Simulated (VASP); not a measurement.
Set up this calculation in VASP 6.6.1, as the native input.

```yaml
Task: single point
Functional: PBE
Potentials_or_basis: VASP PAW PBE potentials, release 64 (C)
Cutoff: 600 eV
k_mesh: 8 × 8 × 8
Occupations: fermi-dirac, width 0.0612256 eV
Spin: no spin polarisation
Dipole_correction: no
Further_INCAR_settings: ALGO = Normal; EDIFF = 1e-06; NBANDS = 11
```

The structure of C lies in POSCAR:

```
C
1.0
    0.0000000000      1.7678315663      1.7678315663
    1.7678315663      0.0000000000      1.7678315663
    1.7678315663      1.7678315663      0.0000000000
C
2
Direct
    0.0000000000      0.0000000000      0.0000000000
    0.2500000000      0.2500000000      0.2500000000
```

These files were run (other wordings do the same):

INCAR

```
SYSTEM = C
  PREC = Accurate
  ENCUT = 600
  EDIFF = 1E-6
  ISMEAR = -1
  SIGMA = 0.06122561905347299
  LREAL = .FALSE.
  LASPH = .TRUE.
  NELM = 120
  ALGO = Normal
  ISIF = 2
  LWAVE = .FALSE.
  LCHARG = .FALSE.
  GGA = PE
  NBANDS = 11
  GGA_COMPAT = .FALSE.
```

KPOINTS

```
regular mesh
0
G
  8 8 8
  0 0 0
```

Potentials or basis: VASP PAW PBE potentials, release 64 (C).

Launch:

```bash
$ cat potpaw_PBE.64/C/POTCAR > POTCAR
$ mpirun -np 1 vasp_std > vasp.out
```

It gave:

| Quantity | Value |
| --- | --- |
| Pressure | 14.0 GPa |
| Band gap on the k mesh | 4.19 eV, indirect (least direct gap 5.66 eV) |

Wall time 13 s on 1 thread of AMD EPYC 7R13, on a shared host, peak memory 0.09 GiB.
